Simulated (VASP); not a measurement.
A run of VASP 6.6.1 is set up as follows.

INCAR

```
SYSTEM = Ga2O3
PREC     = Accurate       ! precision mode
ENCUT    = 600            ! plane-wave cutoff, eV
EDIFF    = 1E-6           ! SCF threshold, eV
ISMEAR   = 0              ! smearing method
SIGMA    = 0.02           ! smearing width, eV
LREAL    = .False.        ! projectors in reciprocal space
LASPH    = .True.         ! aspherical terms in the spheres
NELM     = 120            ! most SCF steps
ALGO     = Normal         ! electronic algorithm
ISIF     = 2              ! what is computed and relaxed
LWAVE    = .False.        ! write WAVECAR
LCHARG   = .False.        ! write CHGCAR
GGA      = PE             ! functional
IVDW     = 12             ! dispersion correction
NBANDS   = 55             ! bands
GGA_COMPAT= .False.
```

The input KPOINTS:

```
Automatic mesh
0
Gamma
  6 6 6
  0 0 0
```

File POSCAR:

```
Ga2O3
1.0
    2.5161843272      1.4527197154      4.5105405420
   -2.5161843272      1.4527197154      4.5105405420
    0.0000000000     -2.9054393806      4.5105405581
Ga O
4 6
Direct
    0.3559062404      0.3559062404      0.3559062404
    0.1440937596      0.1440937596      0.1440937596
    0.6440937596      0.6440937596      0.6440937596
    0.8559062404      0.8559062404      0.8559062404
    0.5531578652      0.9468421348      0.2500000000
    0.2500000000      0.5531578652      0.9468421348
    0.9468421348      0.2500000000      0.5531578652
    0.4468421348      0.0531578652      0.7500000000
    0.7500000000      0.4468421348      0.0531578652
    0.0531578652      0.7500000000      0.4468421348
```

Potentials or basis: VASP PAW PBE potentials, release 64 (Ga_d, O).

Command:

```bash
$ cat potpaw_PBE.64/Ga_d/POTCAR potpaw_PBE.64/O/POTCAR > POTCAR
$ mpirun -np 1 vasp_std > vasp.out
```

Question: Estimate the pressure.

Answer: 0.7 GPa.

Question: Estimate the largest force.

Answer: 0.014 eV/Å.

Stress tensor (GPa, compression positive):
```
0.74 0.00 0.00
0.00 0.74 0.00
0.00 0.00 0.63
```
